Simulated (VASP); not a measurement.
# Be (Im-3m) in VASP: a series of runs

The runs below take Be through single point, with r2SCAN.

All numbers are computed with VASP 6.6.1; they aren't measurements. Logs are shortened: lines on timing, memory, paths and dates and some standing lists are left out, and cuts for length are marked.

**1. The cell of the first run**

It takes space group Im-3m (No. 229, cubic). Conventional cell: a = 2.433 Å, b = 2.433 Å, c = 2.433 Å, α = 90.00°, β = 90.00°, γ = 90.00°. Within 2.8 Å of Be (site symmetry m-3m) lie 14 Be at 2.11 to 2.43 Å.

**2. Single point, r2SCAN (volume scaled by 0.92)**

POSCAR

```
Be
1.0
   -1.2165706277      1.2165706277      1.2165706277
    1.2165706277     -1.2165706277      1.2165706277
    1.2165706277      1.2165706277     -1.2165706277
Be
1
Direct
    0.0000000000      0.0000000000      0.0000000000
```

INCAR.step1

```
  PREC = Accurate
  ENCUT = 520
  ISMEAR = -1
  SIGMA = 0.1
  LREAL = F
  LASPH = T
  NELM = 80
  NBANDS = 7
  GGA = PE
  ALGO = Normal
  EDIFF = 1E-4
  LWAVE = T
  LCHARG = F
```

INCAR.step2

```
  PREC = Accurate
  ENCUT = 520
  EDIFF = 1E-7
  ISMEAR = -1
  SIGMA = 0.1
  LREAL = F
  LASPH = T
  NELM = 80
  ALGO = Normal
  ISIF = 2
  LWAVE = F
  LCHARG = F
  METAGGA = R2SCAN
  LMIXTAU = T
  NBANDS = 7
  ISTART = 1
```

KPOINTS

```
Automatic mesh
0
Gamma
  20 20 20
```

Potentials or basis: VASP PAW PBE potentials, release 64 (Be).

Command:

```
$ cat potpaw_PBE.64/Be/POTCAR > POTCAR
$ cp INCAR.step1 INCAR
$ mpirun -np 1 vasp_std > vasp.out
$ cp INCAR.step2 INCAR
$ mpirun -np 1 vasp_std > vasp.out
```

OUTCAR:

```text
PREC = Accurate
   ENCUT = 520
   EDIFF = 1E-7
   ISMEAR = -1
   LREAL = F
   LASPH = T
   NELM = 80
   ISIF = 2
   METAGGA = R2SCAN
   ISTART = 1

 ion  position               nearest neighbor table
   1  0.000  0.000  0.000-

  LATTYP: Found a body centered cubic cell.
 ALAT       =     2.4331412554

  Lattice vectors:

 A1 = (  -1.2165706277,   1.2165706277,   1.2165706277)
 A2 = (   1.2165706277,  -1.2165706277,   1.2165706277)
 A3 = (   1.2165706277,   1.2165706277,  -1.2165706277)

Analysis of symmetry for initial positions (statically):
=====================================================================
 Subroutine PRICEL returns:
 Original cell was already a primitive cell.

 Routine SETGRP: Setting up the symmetry group for a
 body centered cubic supercell.

 Subroutine GETGRP returns: Found 48 space group operations
[... 9 lines left out ...]

 Routine SETGRP: Setting up the symmetry group for a
 body centered cubic supercell.

 Subroutine GETGRP returns: Found 48 space group operations
[... 11 lines left out ...]
                                     Primitive cell

  volume of cell :       7.2023

  direct lattice vectors                    reciprocal lattice vectors
    -1.216570628  1.216570628  1.216570628     0.000000000  0.410991346  0.410991346
     1.216570628 -1.216570628  1.216570628     0.410991346  0.000000000  0.410991346
     1.216570628  1.216570628 -1.216570628     0.410991346  0.410991346  0.000000000

  length of vectors
     2.107162138  2.107162138  2.107162138     0.581229536  0.581229536  0.581229536

  position of ions in fractional coordinates (direct lattice)
     0.000000000  0.000000000  0.000000000

  ion indices of the primitive-cell ions
   primitive index   ion index
                 1           1

----------------------------------------------------------------------------------------

 KPOINTS: Automatic mesh

Automatic generation of k-mesh.
 Grid dimensions read from file:
 generate k-points for:   20   20   20

 Generating k-lattice:

  Cartesian coordinates                     Fractional coordinates (reciprocal lattice)
     0.000000000  0.020549567  0.020549567     0.050000000  0.000000000  0.000000000
     0.020549567  0.000000000  0.020549567     0.000000000  0.050000000  0.000000000
     0.020549567  0.020549567  0.000000000     0.000000000  0.000000000  0.050000000

  Length of vectors
     0.029061477  0.029061477  0.029061477

  Shift w.r.t. Gamma in fractional coordinates (k-lattice)
     0.000000000  0.000000000  0.000000000

 Subroutine IBZKPT returns following result:
 ===========================================

 Found    256 irreducible k-points:

 Following reciprocal coordinates:
            Coordinates               Weight
  0.000000  0.000000  0.000000      1.000000
  0.050000  0.000000  0.000000     12.000000
  0.100000  0.000000  0.000000     12.000000
  0.150000  0.000000  0.000000     12.000000
  0.200000  0.000000  0.000000     12.000000
  0.250000  0.000000  0.000000     12.000000
[... 16 lines left out ...]
  0.200000  0.100000  0.000000     48.000000
  0.250000  0.100000 -0.000000     48.000000
 [... further k-points ...]
   k-points           NKPTS =    256   k-points in BZ     NKDIM =    256   number of bands    NBANDS=      7
   number of dos      NEDOS =    301   number of ions     NIONS =      1
   total plane-waves  NPLWV =   4096
   dimension x,y,z NGX =    16 NGY =   16 NGZ =   16
   dimension x,y,z NGXF=    32 NGYF=   32 NGZF=   32
   ions per type =               1
   NGX,Y,Z   is equivalent  to a cutoff of  12.62, 12.62, 12.62 a.u.
   NGXF,Y,Z  is equivalent  to a cutoff of  25.25, 25.25, 25.25 a.u.
 SYSTEM =  unknown system
   PREC   = accura    normal or accurate (medium, high low for compatibility)
   ISTART =      1    job   : 0-new  1-cont  2-samecut
   ICHARG =      0    charge: 1-file 2-atom 10-const
   ISPIN  =      1    spin polarized calculation?
   LNONCOLLINEAR =      F non collinear calculations
   LSORBIT =      F    spin-orbit coupling
   LASPH  =      T    aspherical Exc in radial PAW
   ENCUT  =  520.0 eV  38.22 Ry    6.18 a.u.   3.92  3.92  3.92*2*pi/ulx,y,z
   NELM   =     80;   NELMIN=  2; NELMDL=  0     # of ELM steps
   EDIFF  = 0.1E-06   stopping-criterion for ELM
   LREAL  =      F    real-space projection
   EDIFFG = 0.1E-05   stopping-criterion for IOM
   NSW    =      0    number of steps for IOM
   IBRION =     -1    ionic relax: 0-MD 1-quasi-New 2-CG
   NFREE  =      0    steps in history (QN), initial steepest desc. (CG)
   ISIF   =      2    stress and relaxation
   ISYM   =      2    0-nonsym 1-usesym 2-fastsym
   POTIM  = 0.5000    time-step for ionic-motion
   TEBEG  =    0.0;   TEEND  =   0.0 temperature during run
   PSTRESS=    0.0 pullay stress
   NELECT =       2.0000    total number of electrons
   NUPDOWN=      -1.0000    fix difference up-down
   EMIN   =  10.00;   EMAX   =-10.00  energy-range for DOS
   EFERMI =   0.00;   METHOD = LEGACY
   ISMEAR =    -1;   SIGMA  =   0.10  broadening in eV -4-tet -1-fermi 0-gaus
   EFERMI_NEDOS =   21; number of points for ismear=-14 and -15
   IALGO  =     38    algorithm
   IMIX   =      4    mixing-type and parameters
     AMIX     =   0.40;   BMIX     =  1.00
     AMIX_MAG =   1.60;   BMIX_MAG =  1.00
  volume/ion in A,a.u.               =       7.20        48.60
  Fermi-wavevector in a.u.,A,eV,Ry     =   1.068056  2.018334 15.520770  1.140744
  Thomas-Fermi vector in A             =   2.203692
   LORBIT       =      0    0 simple, 1 ext, 2 COOP (PROOUT), +10 PAW based schemes
   METAGGA = R2SCAN    functional components
   LHFCALC =     F    Hartree Fock is set to
   AEXX    =    0.0000 exact exchange contribution
   IVDW    =     0    specifies the selected vdW correction
   LEPSILON=     F    determine dielectric tensor
   LRPA    =     F    only Hartree local field effects (RPA)
 non-spin polarized calculation
  energy-cutoff  :      520.00
  volume of cell :        7.20
 maximum number of plane-waves:       206
   NGX =  7   NGY =  7   NGZ =  7

 number of electron       2.0000000 magnetization

 Free energy of the ion-electron system (eV)
  ---------------------------------------------------
  ext. energy  EPLUGINS =         0.00000000
  ---------------------------------------------------
  free energy    TOTEN  =        -4.22272731 eV

  energy without entropy =       -4.21926490  energy(sigma->0) =       -4.22099611

 E-fermi :   8.8277     XC(G=0): -11.5864

 val. band max:        8.8084110586   @ k =  -0.3500  -0.4000   0.0500
 cond. band min:       8.8359714657   @ k =   0.3000   0.2500   0.1500
 fundamental gap:      0.0275604071
 Fermi energy:         8.8277467255

 k-point     1 :       0.0000    0.0000    0.0000
  band No.  band energies     occupation
      1      -4.8602      2.00000
      2      31.3977      0.00000
      3      31.3977      0.00000
      4      31.3977      0.00000
      5      42.9216      0.00000
      6      42.9216      0.00000
      7      42.9216      0.00000

 k-point     2 :       0.0500    0.0000    0.0000
  band No.  band energies     occupation
      1      -4.7624      2.00000
      2      30.8653      0.00000
      3      30.9556      0.00000
      4      31.2675      0.00000
      5      41.5991      0.00000
      6      41.6811      0.00000
      7      43.6200      0.00000

 k-point     3 :       0.1000    0.0000    0.0000
  band No.  band energies     occupation
      1      -4.4691      2.00000
      2      29.2275      0.00000
      3      29.8760      0.00000
      4      30.8864      0.00000
      5      39.4055      0.00000
      6      39.6816      0.00000
      7      43.6404      0.00000

 k-point     4 :       0.1500    0.0000    0.0000
  band No.  band energies     occupation
      1      -3.9799      2.00000
      2      26.6487      0.00000
      3      28.5545      0.00000
      4      30.2934      0.00000
      5      37.7715      0.00000
      6      38.0999      0.00000
      7      43.2187      0.00000

 k-point     5 :       0.2000    0.0000    0.0000
  band No.  band energies     occupation
      1      -3.2955      2.00000
      2      23.5931      0.00000
      3      27.2344      0.00000
      4      29.5653      0.00000
      5      36.0770      0.00000
      6      37.5303      0.00000
      7      43.3363      0.00000

 k-point     6 :       0.2500    0.0000    0.0000
  band No.  band energies     occupation
      1      -2.4188      2.00000
      2      20.4430      0.00000
      3      26.0347      0.00000
      4      28.7973      0.00000
      5      34.6289      0.00000
      6      37.4053      0.00000
      7      43.9193      0.00000

 k-point     7 :       0.3000    0.0000    0.0000
  band No.  band energies     occupation
      1      -1.3589      2.00000
      2      17.4032      0.00000
      3      25.0131      0.00000
      4      28.0749      0.00000
      5      33.4380      0.00000
      6      37.5492      0.00000
      7      44.8834      0.00000

 k-point     8 :       0.3500    0.0000    0.0000
  band No.  band energies     occupation
      1      -0.1404      2.00000
      2      14.5913      0.00000
      3      24.1995      0.00000
      4      27.4613      0.00000
      5      32.5091      0.00000
      6      37.8451      0.00000
      7      46.1401      0.00000

 k-point     9 :       0.4000    0.0000    0.0000
  band No.  band energies     occupation
      1       1.1693      2.00000
      2      12.1210      0.00000
      3      23.6100      0.00000
      4      26.9987      0.00000
      5      31.8444      0.00000
      6      38.1857      0.00000
      7      47.5664      0.00000

 k-point    10 :       0.4500    0.0000    0.0000
  band No.  band energies     occupation
      1       2.3705      2.00000
      2      10.2157      0.00000
      3      23.2533      0.00000
      4      26.7120      0.00000
      5      31.4453      0.00000
      6      38.4577      0.00000
      7      48.8990      0.00000

 k-point    11 :       0.5000    0.0000    0.0000
  band No.  band energies     occupation
      1       2.9321      2.00000
      2       9.4181      0.00544
      3      23.1340      0.00000
      4      26.6151      0.00000
      5      31.3122      0.00000
      6      38.5623      0.00000
      7      49.5213      0.00000
[... 51 lines left out ...]
 k-point    17 :       0.3000    0.0500    0.0000
  band No.  band energies     occupation
      1      -0.6898      2.00000
      2      15.9901      0.00000
      3      24.2107      0.00000
      4      26.9546      0.00000
      5      34.0555      0.00000
      6      37.7195      0.00000
      7      45.5293      0.00000

 k-point    18 :       0.3500    0.0500    0.0000
  band No.  band energies     occupation
      1       0.5911      2.00000
      2      13.3300      0.00000
      3      23.5230      0.00000
      4      26.3599      0.00000
      5      33.3438      0.00000
      6      38.0885      0.00000
      7      46.8615      0.00000

 k-point    19 :       0.4000    0.0500    0.0000
  band No.  band energies     occupation
      1       1.8935      2.00000
      2      11.0944      0.00000
      3      23.0591      0.00000
      4      25.9497      0.00000
      5      32.8630      0.00000
      6      38.4428      0.00000
      7      48.2751      0.00000

 k-point    20 :       0.4500    0.0500    0.0000
  band No.  band energies     occupation
      1       2.8753      2.00000
      2       9.6422      0.00058
      3      22.8257      0.00000
      4      25.7407      0.00000
      5      32.6209      0.00000
      6      38.6623      0.00000
      7      49.4090      0.00000

 k-point    21 :       0.1000    0.1000    0.0000
  band No.  band energies     occupation
      1      -3.6858      2.00000
      2      26.4932      0.00000
      3      26.7342      0.00000
      4      29.2282      0.00000
      5      37.6984      0.00000
      6      38.2571      0.00000
      7      43.1898      0.00000

 k-point    22 :       0.1500    0.1000    0.0000
  band No.  band energies     occupation
      1      -3.0001      2.00000
      2      23.6106      0.00000
      3      25.4011      0.00000
      4      28.2236      0.00000
      5      37.3707      0.00000
      6      37.7391      0.00000
      7      43.5264      0.00000

 k-point    23 :       0.2000    0.1000    0.0000
  band No.  band energies     occupation
      1      -2.1209      2.00000
      2      20.5076      0.00000
      3      24.2573      0.00000
      4      27.2589      0.00000
      5      37.0821      0.00000
      6      37.4001      0.00000
      7      44.1906      0.00000

 k-point    24 :       0.2500    0.1000   -0.0000
  band No.  band energies     occupation
      1      -1.0560      2.00000
      2      17.4891      0.00000
      3      23.2889      0.00000
      4      26.3963      0.00000
      5      36.4066      0.00000
      6      37.6637      0.00000
      7      45.1435      0.00000

 [... further k-points ...]
[... 5 lines left out ...]
  --------------------------------------------------------------------------------------
  -------------------------------------------------------------------------------------
  Total        0.5402997      0.5402997      0.5402997      0.0000000     -0.0000000      0.0000000
  in kB      120.1913870    120.1913870    120.1913870      0.0000000     -0.0000000      0.0000000
  external PRESSURE =     120.1913870 kB  Pullay stress =       0.0000000 kB

 VOLUME and BASIS-vectors are now :
 -----------------------------------------------------------------------------
  energy-cutoff  :      520.00
  volume of cell :        7.20
      direct lattice vectors                 reciprocal lattice vectors
    -1.216570628  1.216570628  1.216570628     0.000000000  0.410991346  0.410991346
     1.216570628 -1.216570628  1.216570628     0.410991346  0.000000000  0.410991346
     1.216570628  1.216570628 -1.216570628     0.410991346  0.410991346  0.000000000

 POSITION                                       TOTAL-FORCE (eV/Angst)
 -----------------------------------------------------------------------------------
      0.00000      0.00000      0.00000         0.000000      0.000000      0.000000
 -----------------------------------------------------------------------------------
    total drift:                                0.000000     -0.000000     -0.000000

  FREE ENERGIE OF THE ION-ELECTRON SYSTEM (eV)
  ---------------------------------------------------
  free  energy   TOTEN  =        -4.2227273108 eV

  energy  without entropy=       -4.2192649007  energy(sigma->0) =       -4.22099611
```

Wall time 17 s (1 thread of Intel Xeon 6975P-C, shared host); peak memory 0.12 GiB.

Results:

```
Free energy            : -4.2227 eV
Pressure               : 12.0 GPa
Band gap on the k mesh : zero (band 1 reaches 13.53 eV, above the bottom of band 2 at 7.36 eV)
```

Levels at points of the mesh, in eV from the Fermi level:
```
           k point  band 1  band 2  band 3  band 4
(0.00, 0.00, 0.00)  -13.69   22.57   22.57   22.57
(0.50, 0.00, 0.00)   -5.90    0.59   14.31   17.79
(0.50, 0.50, 0.50)    4.70    4.70    4.70   10.56
```

Caveat: the PAW data sets were made with another functional, which shifts forces and pressure a little.

(Continued in part 2 of 2.)
